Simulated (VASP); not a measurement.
Here is a VASP 6.6.1 calculation.

Contents of INCAR:

```
ALGO = Normal
EDIFF = 1E-6
ENCUT = 520
GGA = PE
ISIF = 2
ISMEAR = -1
ISPIN = 2
LASPH = T
LCHARG = F
LMAXMIX = 4
LORBIT = 11
LREAL = F
LWAVE = F
MAGMOM = 2 0
NBANDS = 18
NELM = 150
PREC = Accurate
SIGMA = 0.03
```

Contents of KPOINTS:

```
k-points
0
Gamma
  14 14 14
```

File POSCAR:

```
CoSi
1.0
    2.8711157826      0.0000000000      0.0000000000
    0.0000000000      2.8711157826      0.0000000000
    0.0000000000      0.0000000000      2.8711157826
Co Si
1 1
Direct
    0.0000000000      0.0000000000      0.0000000000
    0.5000000000      0.5000000000      0.5000000000
```

Potentials or basis: VASP PAW PBE potentials, release 64 (Co, Si).

Launch:

```console
$ cat potpaw_PBE.64/Co/POTCAR potpaw_PBE.64/Si/POTCAR > POTCAR
$ mpirun -np 1 vasp_std > vasp.out
```

Question: What does it give for the pressure?

Answer: -14.6 GPa.

Question: Predict the site moments.

Answer: Co +0.75; Si +0.02 μB.

Question: What does it give for the net moment?

Answer: 0.75 μB per cell.

Caveat: the cell stands under tension.
